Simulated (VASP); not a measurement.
Crystal: CuO.

```
Cu O
1.0
     2.34185   -1.71130    0.00000
     2.34185    1.71130    0.00000
    -0.85003    0.00000    5.05787
Cu O
2 2
Direct
  0.50000 0.00000 0.50000
  0.00000 0.50000 0.00000
  0.41840 0.58160 0.75000
  0.58160 0.41840 0.25000
```

Base run:

| Property | Result |
| --- | --- |
| Program | VASP 6.6.1 |
| Functional | b88 exchange, pbe correlation |
| Potentials or basis | VASP PAW PBE potentials, release 64 (Cu, O) |
| Cutoff | 600 eV |
| k mesh | 10 × 10 × 5 |
| Occupations | fermi-dirac, width 0.05 eV |
| Spin | no spin polarisation |

Its results: band gap on the k mesh zero (bands 17 and 18 overlap by 0.60 eV); pressure 5.8 GPa; largest force 0.225 eV/Å.

Question: After a change of settings the same cell gave: band gap on the k mesh zero (bands 17 and 18 overlap by 0.59 eV); pressure -1.9 GPa; largest force 0.241 eV/Å. Which change was it?
A. functional from b88 exchange, pbe correlation to r2SCAN; cutoff from 600 eV to 520 eV; hubbard terms from none to Cu d U = 5.3 eV
B. functional from b88 exchange, pbe correlation to r2SCAN; cutoff from 600 eV to 520 eV; dispersion from none to D4
C. functional from b88 exchange, pbe correlation to RPBE; cutoff from 600 eV to 520 eV; dispersion from none to D3(BJ)
D. functional from b88 exchange, pbe correlation to PBEsol-based screened hybrid with 25 % exact exchange; cutoff from 600 eV to 520 eV; k mesh from 10 × 10 × 5 to 5 × 5 × 3

Answer: B.

Caveats: the PAW data sets were made with another functional, which shifts forces and pressure a little; semilocal functionals often make such compounds metallic where correlation or magnetic order opens a gap, which also shifts bond lengths; the cell stands under pressure (at least some runs).
